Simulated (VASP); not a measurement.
# Li (P2_13) in VASP: notebook

Li is run at these levels: PBEsol; tasks: single point.

All numbers are computed with VASP 6.6.1; they aren't measurements. Logs are shortened: lines on timing, memory, paths and dates and some standing lists are left out, and cuts for length are marked.

### 1 The cell of the first run

Symmetry: P2_13, No. 198, cubic system. The conventional cell has a = 4.454 Å, b = 4.454 Å, c = 4.454 Å, α = 90.00°, β = 90.00°, γ = 90.00°. Within 3.6 Å of Li (site symmetry 3) lie 6 Li at 2.73 Å.

### 2 Single point, PBEsol

Contents of INCAR:

```
SYSTEM = Li
ALGO = Normal
EDIFF = 1E-7
ENCUT = 520
GGA = PS
ISIF = 2
ISMEAR = 1
LASPH = .True.
LCHARG = .False.
LREAL = .False.
LWAVE = .False.
NBANDS = 14
NELM = 80
PREC = Accurate
SIGMA = 0.5
```

Contents of KPOINTS:

```
k-points
0
Gamma
  5 5 5
  0 0 0
```

Contents of POSCAR:

```
Li
1.0
    4.4544400000      0.0000000000      0.0000000000
    0.0000000000      4.4544400000      0.0000000000
    0.0000000000      0.0000000000      4.4544400000
Li
4
Direct
    0.8745680000      0.1254320000      0.6254320000
    0.3745680000      0.3745680000      0.3745680000
    0.1254320000      0.6254320000      0.8745680000
    0.6254320000      0.8745680000      0.1254320000
```

Potentials or basis: VASP PAW PBE potentials, release 64 (Li_sv).

Run with:

```console
$ cat potpaw_PBE.64/Li_sv/POTCAR > POTCAR
$ mpirun -np 1 vasp_std > vasp.out
```

OUTCAR:

```text
SYSTEM = Li
   EDIFF = 1E-7
   ENCUT = 520
   GGA = PS
   ISIF = 2
   ISMEAR = 1
   LASPH = .True.
   LREAL = .False.
   NELM = 80
   PREC = Accurate

 ion  position               nearest neighbor table
   1  0.875  0.125  0.625-
   2  0.375  0.375  0.375-
   3  0.125  0.625  0.875-
   4  0.625  0.875  0.125-

  LATTYP: Found a simple cubic cell.
 ALAT       =     4.4544400000

  Lattice vectors:

 A1 = (   4.4544400000,   0.0000000000,   0.0000000000)
 A2 = (   0.0000000000,   4.4544400000,   0.0000000000)
 A3 = (   0.0000000000,   0.0000000000,   4.4544400000)

Analysis of symmetry for initial positions (statically):
=====================================================================
 Subroutine PRICEL returns:
 Original cell was already a primitive cell.

 Routine SETGRP: Setting up the symmetry group for a
 simple cubic supercell.

 Subroutine GETGRP returns: Found 12 space group operations
 (whereof  3 operations were pure point group operations)
 out of a pool of 48 trial point group operations.

The static configuration has the point symmetry C_3 .
 The point group associated with its full space group is T   .

Analysis of symmetry for dynamics (positions and initial velocities):
=====================================================================
 Subroutine PRICEL returns:
 Original cell was already a primitive cell.

 Routine SETGRP: Setting up the symmetry group for a
 simple cubic supercell.

 Subroutine GETGRP returns: Found 12 space group operations
 (whereof  3 operations were pure point group operations)
 out of a pool of 48 trial point group operations.

The dynamic configuration has the point symmetry C_3 .
 The point group associated with its full space group is T   .

 Subroutine INISYM returns: Found 12 space group operations
 (whereof  3 operations are pure point group operations),
 and found     1 'primitive' translations

----------------------------------------------------------------------------------------

                                     Primitive cell

  volume of cell :      88.3852

  direct lattice vectors                    reciprocal lattice vectors
     4.454440000  0.000000000  0.000000000     0.224495110  0.000000000  0.000000000
     0.000000000  4.454440000  0.000000000     0.000000000  0.224495110  0.000000000
     0.000000000  0.000000000  4.454440000     0.000000000  0.000000000  0.224495110

  length of vectors
     4.454440000  4.454440000  4.454440000     0.224495110  0.224495110  0.224495110

  position of ions in fractional coordinates (direct lattice)
     0.874568000  0.125432000  0.625432000
     0.374568000  0.374568000  0.374568000
     0.125432000  0.625432000  0.874568000
     0.625432000  0.874568000  0.125432000

  ion indices of the primitive-cell ions
   primitive index   ion index
                 1           1
                 2           2
                 3           3
                 4           4

----------------------------------------------------------------------------------------

 KPOINTS: k-points

Automatic generation of k-mesh.
 Grid dimensions read from file:
 generate k-points for:    5    5    5

 Generating k-lattice:

  Cartesian coordinates                     Fractional coordinates (reciprocal lattice)
     0.044899022  0.000000000  0.000000000     0.200000000  0.000000000  0.000000000
     0.000000000  0.044899022  0.000000000     0.000000000  0.200000000  0.000000000
     0.000000000  0.000000000  0.044899022     0.000000000  0.000000000  0.200000000

  Length of vectors
     0.044899022  0.044899022  0.044899022

  Shift w.r.t. Gamma in fractional coordinates (k-lattice)
     0.000000000  0.000000000  0.000000000

 Subroutine IBZKPT returns following result:
 ===========================================

 Found     11 irreducible k-points:

 Following reciprocal coordinates:
            Coordinates               Weight
  0.000000  0.000000  0.000000      1.000000
  0.200000  0.000000  0.000000      6.000000
  0.400000  0.000000  0.000000      6.000000
  0.200000  0.200000  0.000000     12.000000
  0.400000  0.200000  0.000000     12.000000
 -0.200000  0.400000  0.000000     12.000000
  0.400000  0.400000  0.000000     12.000000
  0.200000  0.200000  0.200000      8.000000
  0.400000  0.200000  0.200000     24.000000
  0.400000  0.400000  0.200000     24.000000
  0.400000  0.400000  0.400000      8.000000
   k-points           NKPTS =     11   k-points in BZ     NKDIM =     11   number of bands    NBANDS=     14
   number of dos      NEDOS =    301   number of ions     NIONS =      4
   total plane-waves  NPLWV =  46656
   dimension x,y,z NGX =    36 NGY =   36 NGZ =   36
   dimension x,y,z NGXF=    72 NGYF=   72 NGZF=   72
   ions per type =               4
   NGX,Y,Z   is equivalent  to a cutoff of  13.44, 13.44, 13.44 a.u.
   NGXF,Y,Z  is equivalent  to a cutoff of  26.87, 26.87, 26.87 a.u.
 SYSTEM =  Li
   PREC   = accura    normal or accurate (medium, high low for compatibility)
   ISTART =      0    job   : 0-new  1-cont  2-samecut
   ICHARG =      2    charge: 1-file 2-atom 10-const
   ISPIN  =      1    spin polarized calculation?
   LNONCOLLINEAR =      F non collinear calculations
   LSORBIT =      F    spin-orbit coupling
   LASPH  =      T    aspherical Exc in radial PAW
   ENCUT  =  520.0 eV  38.22 Ry    6.18 a.u.   8.28  8.28  8.28*2*pi/ulx,y,z
   NELM   =     80;   NELMIN=  2; NELMDL= -5     # of ELM steps
   EDIFF  = 0.1E-06   stopping-criterion for ELM
   LREAL  =      F    real-space projection
   EDIFFG = 0.1E-05   stopping-criterion for IOM
   NSW    =      0    number of steps for IOM
   IBRION =     -1    ionic relax: 0-MD 1-quasi-New 2-CG
   NFREE  =      0    steps in history (QN), initial steepest desc. (CG)
   ISIF   =      2    stress and relaxation
   ISYM   =      2    0-nonsym 1-usesym 2-fastsym
   POTIM  = 0.5000    time-step for ionic-motion
   TEBEG  =    0.0;   TEEND  =   0.0 temperature during run
   PSTRESS=    0.0 pullay stress
   NELECT =      12.0000    total number of electrons
   NUPDOWN=      -1.0000    fix difference up-down
   EMIN   =  10.00;   EMAX   =-10.00  energy-range for DOS
   EFERMI =   0.00;   METHOD = LEGACY
   ISMEAR =     1;   SIGMA  =   0.50  broadening in eV -4-tet -1-fermi 0-gaus
   EFERMI_NEDOS =   21; number of points for ismear=-14 and -15
   IALGO  =     38    algorithm
   IMIX   =      4    mixing-type and parameters
     AMIX     =   0.40;   BMIX     =  1.00
     AMIX_MAG =   1.60;   BMIX_MAG =  1.00
  volume/ion in A,a.u.               =      22.10       149.11
  Fermi-wavevector in a.u.,A,eV,Ry     =   0.841412  1.590038  9.632577  0.707974
  Thomas-Fermi vector in A             =   1.955952
   LORBIT       =      0    0 simple, 1 ext, 2 COOP (PROOUT), +10 PAW based schemes
   GGA     = PS    functional components
   LHFCALC =     F    Hartree Fock is set to
   AEXX    =    0.0000 exact exchange contribution
   IVDW    =     0    specifies the selected vdW correction
   LEPSILON=     F    determine dielectric tensor
   LRPA    =     F    only Hartree local field effects (RPA)
 non-spin polarized calculation
 Methfessel and Paxton  Order N= 1 SIGMA  =   0.50
  energy-cutoff  :      520.00
  volume of cell :       88.39
 maximum number of plane-waves:      2396
 NGX is ok and might be reduce to    36
   NGX = 17   NGY = 17   NGZ = 17

 number of electron      12.0000026 magnetization

 Free energy of the ion-electron system (eV)
  ---------------------------------------------------
  ext. energy  EPLUGINS =         0.00000000
  ---------------------------------------------------
  free energy    TOTEN  =        -6.81233889 eV

  energy without entropy =       -6.79713712  energy(sigma->0) =       -6.80727164

 E-fermi :   0.5744     XC(G=0):  -6.8036

 val. band max:        0.5623923546   @ k =   0.4000   0.4000   0.2000
 cond. band min:       0.7027895391   @ k =   0.2000   0.2000   0.0000
 fundamental gap:      0.1403971845
 Fermi energy:         0.5744151507

 k-point     1 :       0.0000    0.0000    0.0000
  band No.  band energies     occupation
      1     -46.0659      2.00000
      2     -46.0232      2.00000
      3     -46.0232      2.00000
      4     -46.0232      2.00000
      5      -3.0057      2.00000
      6       2.6916     -0.00000
      7       2.6916     -0.00000
      8       2.6916     -0.00000
      9       2.8636     -0.00000
     10       2.8636     -0.00000
     11       2.8636     -0.00000
     12       8.4592     -0.00000
     13       8.4592     -0.00000
     14       8.8073     -0.00000

 k-point     2 :       0.2000    0.0000    0.0000
  band No.  band energies     occupation
      1     -46.0629      2.00000
      2     -46.0318      2.00000
      3     -46.0222      2.00000
      4     -46.0187      2.00000
      5      -2.7773      2.00000
      6       0.7170      0.53852
      7       2.7271     -0.00000
      8       2.7663     -0.00000
      9       3.0982     -0.00000
     10       3.1253     -0.00000
     11       5.0671     -0.00000
     12       6.9618     -0.00000
     13       7.5696     -0.00000
     14       7.6793     -0.00000
[... 122 lines left out ...]
      1     -46.0454      2.00000
      2     -46.0414      2.00000
      3     -46.0253      2.00000
      4     -46.0233      2.00000
      5      -0.9784      2.00010
      6      -0.1404      2.06129
      7       0.5624      1.04069
      8       1.2771     -0.06315
      9       2.9790     -0.00000
     10       3.7101     -0.00000
     11       4.1493     -0.00000
     12       5.0497     -0.00000
     13       8.8275     -0.00000
     14       9.2344     -0.00000

 k-point    11 :       0.4000    0.4000    0.4000
  band No.  band energies     occupation
      1     -46.0405      2.00000
      2     -46.0381      2.00000
      3     -46.0291      2.00000
      4     -46.0274      2.00000
      5      -0.3321      2.02786
      6       0.3780      1.61132
      7       0.7201      0.52923
      8       1.0374     -0.03125
      9       2.6119     -0.00000
     10       2.6542     -0.00000
     11       2.7226     -0.00000
     12       3.6141     -0.00000
     13      10.8591      0.00000
     14      11.5712      0.00000

------------------------ aborting loop because EDIFF is reached ----------------------------------------

  FORCE on cell =-STRESS in cart. coord.  units (eV):
  Direction    XX          YY          ZZ          XY          YZ          ZX
  --------------------------------------------------------------------------------------
  -------------------------------------------------------------------------------------
  Total        0.0227009      0.0227009      0.0227009     -0.0000000     -0.0000000      0.0000000
  in kB        0.4115039      0.4115039      0.4115039     -0.0000000     -0.0000000      0.0000000
  external PRESSURE =       0.4115039 kB  Pullay stress =       0.0000000 kB

 VOLUME and BASIS-vectors are now :
 -----------------------------------------------------------------------------
  energy-cutoff  :      520.00
  volume of cell :       88.39
      direct lattice vectors                 reciprocal lattice vectors
     4.454440000  0.000000000  0.000000000     0.224495110  0.000000000  0.000000000
     0.000000000  4.454440000  0.000000000     0.000000000  0.224495110  0.000000000
     0.000000000  0.000000000  4.454440000     0.000000000  0.000000000  0.224495110

 POSITION                                       TOTAL-FORCE (eV/Angst)
 -----------------------------------------------------------------------------------
      3.89571      0.55873      2.78595        -0.002734      0.002734      0.002734
      1.66849      1.66849      1.66849        -0.002734     -0.002734     -0.002734
      0.55873      2.78595      3.89571         0.002734      0.002734     -0.002734
      2.78595      3.89571      0.55873         0.002734     -0.002734      0.002734
 -----------------------------------------------------------------------------------
    total drift:                               -0.000000     -0.000000      0.000000

  FREE ENERGIE OF THE ION-ELECTRON SYSTEM (eV)
  ---------------------------------------------------
  free  energy   TOTEN  =        -6.8123388926 eV

  energy  without entropy=       -6.7971371207  energy(sigma->0) =       -6.80727164
```

It took 10 s on 1 thread of Intel Xeon Platinum 8559C (Emerald Rapids), shared host; peak memory 0.18 GiB.

What came out:

```yaml
Free_energy: -6.8123 eV
Largest_force: 0.005 eV/Å
Band_gap_on_the_k_mesh: zero (band 6 reaches 2.69 eV, above the bottom of band 7 at 0.42 eV)
```

Forces in eV/Å, atoms in the order of the input:
```
Li  -0.003  0.003  0.003
Li  -0.003 -0.003 -0.003
Li   0.003  0.003 -0.003
Li   0.003 -0.003  0.003
```

Caveat: the cutoff is under 1.25 times the usual one of these potentials, so pressure, stress and relaxed cells hold a basis-set (Pulay) error; the PAW data sets were made with another functional, which shifts forces and pressure a little.

### 3 Single point, PBEsol

Contents of INCAR:

```
ALGO = Normal
EDIFF = 1E-7
ENCUT = 520
GGA = PS
ISIF = 2
ISMEAR = 1
LASPH = True
LCHARG = False
LREAL = False
LWAVE = False
NBANDS = 14
NELM = 100
PREC = Accurate
SIGMA = 0.3
```

Contents of KPOINTS:

```
k-points
0
Gamma
  5 5 5
```

POSCAR is that of step 2.

Potentials or basis: VASP PAW PBE potentials, release 64 (Li_sv).

Run with:

```console
$ cat potpaw_PBE.64/Li_sv/POTCAR > POTCAR
$ mpirun -np 1 vasp_std > vasp.out
```

Run time: 13 s. Hardware: 1 thread of Intel Xeon Platinum 8559C (Emerald Rapids), shared host; peak memory 0.18 GiB.

The run converged. Its results:

```yaml
Free_energy: -6.8010 eV
Largest_force: 0.005 eV/Å
Band_gap_on_the_k_mesh: zero (band 6 reaches 2.69 eV, above the bottom of band 7 at 0.42 eV)
```

Forces on the atoms (eV/Å):
```
Li  -0.003  0.003  0.003
Li  -0.003 -0.003 -0.003
Li   0.003  0.003 -0.003
Li   0.003 -0.003  0.003
```

Levels at points of the mesh, in eV from the Fermi level:
| k point | band 2 | band 3 | band 4 | band 5 | band 6 | band 7 | band 8 | band 9 | band 10 | band 11 |
| --- | --- | --- | --- | --- | --- | --- | --- | --- | --- | --- |
| (0.00, 0.00, 0.00) | -46.59 | -46.59 | -46.59 | -3.58 | 2.11 | 2.11 | 2.11 | 2.29 | 2.29 | 2.29 |

Caveat: the cutoff is under 1.25 times the usual one of these potentials, so pressure, stress and relaxed cells hold a basis-set (Pulay) error; the PAW data sets were made with another functional, which shifts forces and pressure a little.

### 4 Single point, PBEsol

Contents of INCAR:

```
SYSTEM = Li
  PREC = Accurate
  ENCUT = 520
  EDIFF = 1E-6
  ISMEAR = 1
  SIGMA = 0.2
  LREAL = .FALSE.
  LASPH = .TRUE.
  NELM = 80
  ALGO = Normal
  ISIF = 2
  LWAVE = .FALSE.
  LCHARG = .FALSE.
  GGA = PS
  NBANDS = 14
```

Contents of KPOINTS:

```
Automatic mesh
0
G
  5 5 5
  0 0 0
```

POSCAR is that of step 3.

Run with:

```console
$ cat potpaw_PBE.64/Li_sv/POTCAR > POTCAR
$ mpirun -np 1 vasp_std > vasp.out
```

Run time: 11 s. Hardware: 1 thread of Intel Xeon Platinum 8559C (Emerald Rapids), shared host; peak memory 0.17 GiB.

Results (log left out):

```
Free energy            : -6.7950 eV
Largest force          : 0.005 eV/Å
Band gap on the k mesh : zero (band 6 reaches 2.69 eV, above the bottom of band 7 at 0.42 eV)
```

Forces in eV/Å, atoms in the order of the input:
```
Li  -0.003  0.003  0.003
Li  -0.003 -0.003 -0.003
Li   0.003  0.003 -0.003
Li   0.003 -0.003  0.003
```

Levels at points of the mesh, in eV from the Fermi level:
```tsv
k point	band 4	band 5	band 6	band 7	band 8	band 9
(0.00, 0.00, 0.00)	-46.59	-3.59	2.11	2.11	2.11	2.28
```

Caveat: the cutoff is under 1.25 times the usual one of these potentials, so pressure, stress and relaxed cells hold a basis-set (Pulay) error; the PAW data sets were made with another functional, which shifts forces and pressure a little.

### 5 Single point, PBEsol

Contents of INCAR:

```
SYSTEM = Li
  PREC = Accurate
  ENCUT = 520
  EDIFF = 1E-7
  ISMEAR = 1
  SIGMA = 0.1
  LREAL = .False.
  LASPH = .True.
  NELM = 80
  ALGO = Normal
  ISIF = 2
  LWAVE = .False.
  LCHARG = .False.
  GGA = PS
  NBANDS = 14
```

Contents of KPOINTS:

```
Automatic mesh
0
Gamma
  5 5 5
  0 0 0
```

POSCAR is that of step 4.

Run with:

```console
$ cat potpaw_PBE.64/Li_sv/POTCAR > POTCAR
$ mpirun -np 1 vasp_std > vasp.out
```

Run time: 9.8 s. Hardware: 1 thread of Intel Xeon Platinum 8559C (Emerald Rapids), shared host; peak memory 0.17 GiB.

It converged, with:

| Property | Result |
| --- | --- |
| Free energy | -6.7933 eV |
| Largest force | 0.005 eV/Å |
| Band gap on the k mesh | zero (band 6 reaches 2.69 eV, above the bottom of band 7 at 0.42 eV) |

Forces in eV/Å, atoms in the order of the input:
```
Li  -0.003  0.003  0.003
Li  -0.003 -0.003 -0.003
Li   0.003  0.003 -0.003
Li   0.003 -0.003  0.003
```

Levels at points of the mesh, in eV from the Fermi level:
```
           k point  band 2  band 3  band 4  band 5  band 6  band 7  band 8  band 9  band 10  band 11
(0.00, 0.00, 0.00)  -46.58  -46.58  -46.58   -3.59    2.11    2.11    2.11    2.28     2.28     2.28
```

Caveat: the cutoff is under 1.25 times the usual one of these potentials, so pressure, stress and relaxed cells hold a basis-set (Pulay) error; the PAW data sets were made with another functional, which shifts forces and pressure a little.

### 6 Summary

```csv
smearing,gap on the mesh (eV)
methfessel-paxton 0.5 eV,none
methfessel-paxton 0.3 eV,none
methfessel-paxton 0.2 eV,none
methfessel-paxton 0.1 eV,none
```

Alike in all rows: task single point; level PBEsol; potentials or basis VASP PAW PBE potentials, release 64 (Li_sv); no spin polarisation; cell as given; k mesh 5 × 5 × 5; cutoff (eV) 520.

Every run on the cell as given and a fine mesh finds a metal.

Caveats: the cutoff is under 1.25 times the usual one of these potentials, so pressure, stress and relaxed cells hold a basis-set (Pulay) error; the PAW data sets were made with another functional, which shifts forces and pressure a little.

Absolute energies hang on the potentials; compare differences alone.
